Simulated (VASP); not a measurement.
A run of VASP 6.6.1:

INCAR

```
SYSTEM = Ba
PREC = Accurate ; ENCUT = 520
EDIFF = 1E-7 ; ISMEAR = 0
SIGMA = 0.15 ; LREAL = .False.
LASPH = .True. ; NELM = 100
ALGO = Fast ; ISIF = 2
LWAVE = .False. ; LCHARG = .True.
GGA = PE ; LELF = .True.
LVHAR = .True. ; NBANDS = 11
```

Contents of KPOINTS:

```
regular mesh
0
Gamma
  14 14 14
  0 0 0
```

The input POSCAR:

```
Ba
1.0
   -2.4906250000      2.4906250000      2.5000000000
    2.4906250000     -2.4906250000      2.5000000000
    2.5093750000      2.5093750000     -2.5000000000
Ba
1
Direct
    0.0000000000      0.0000000000      0.0000000000
```

Potentials or basis: VASP PAW PBE potentials, release 64 (Ba_sv).

Command:

```bash
$ cat potpaw_PBE.64/Ba_sv/POTCAR > POTCAR
$ mpirun -np 1 vasp_std > vasp.out
```

Hardware: 1 thread of Intel Xeon 8259CL (shared host).

Task: How long does it take, and how much memory?

Result: Run time: 5 min on 1 thread of Intel Xeon 8259CL (shared host), peak memory 0.41 GiB. Counts: scf iterations 13, k points 428.
